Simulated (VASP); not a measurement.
Write the native input for VASP 6.6.1 that does the following.

| Property | Result |
| --- | --- |
| Task | relaxation of cell and atoms |
| Functional | PBE |
| Potentials or basis | VASP PAW PBE potentials, release 64 (Hg, S) |
| Cutoff | 600 eV |
| k mesh | 10 × 10 × 8 |
| Occupations | gaussian, width 0.1 eV |
| Spin | no spin polarisation |
| Dipole correction | no |
| Further INCAR settings | ALGO = Normal; EDIFF = 1e-06; IBRION = 2; EDIFFG = -0.01; NSW = 100; ISIF = 3 |

The structure of Hg2S lies in POSCAR:

```
Hg2S
1.0
    5.2628685468      0.0000000000      0.0000000000
    0.0000000000      5.2628685468      0.0000000000
    0.0000000000      0.0000000000      5.4880266836
Hg S
2 1
Direct
    0.5000000000      0.0000000000      0.0000000000
    0.0000000000      0.5000000000      0.0000000000
    0.0000000000      0.0000000000      0.0000000000
```

The cell was generated, and may not be a known phase.

One way to write it, as run:

INCAR

```
PREC = Accurate
ENCUT = 600
EDIFF = 1E-6
ISMEAR = 0
SIGMA = 0.1
LREAL = F
LASPH = T
NELM = 80
ALGO = Normal
ISIF = 3
LWAVE = F
LCHARG = F
GGA = PE
IBRION = 2
NSW = 100
EDIFFG = -0.01
```

KPOINTS

```
Automatic mesh
0
Gamma
  10 10 8
```

Potentials or basis: VASP PAW PBE potentials, release 64 (Hg, S).

Launch:

```sh
$ cat potpaw_PBE.64/Hg/POTCAR potpaw_PBE.64/S/POTCAR > POTCAR
$ mpirun -np 1 vasp_std > vasp.out
```

It gave:

| Property | Result |
| --- | --- |
| Relaxed volume | 50.87 Å³/atom |
| Relaxed cell | a = 5.273 Å, b = 5.273 Å, c = 5.488 Å, α = 90.00°, β = 90.00°, γ = 90.00° |
| Space group after relaxing (to 0.1 Å) | P4/mmm (No. 123) |
| Energy gained by relaxing | 0.1 meV/atom |
| Ionic steps | 3 |
| Pressure after relaxing | 0.0 GPa |
| Band gap on the k mesh | zero (bands 15 and 16 overlap by 2.74 eV) |

Caveat: spin-orbit coupling is left out, which moves the levels of the heavy elements.

Wall time 9.5 min on 1 thread of Intel(R) Xeon(R) Platinum 8259CL CPU @ 2.50GHz (Skylake/Cascade Lake), on a shared host, peak memory 0.54 GiB.
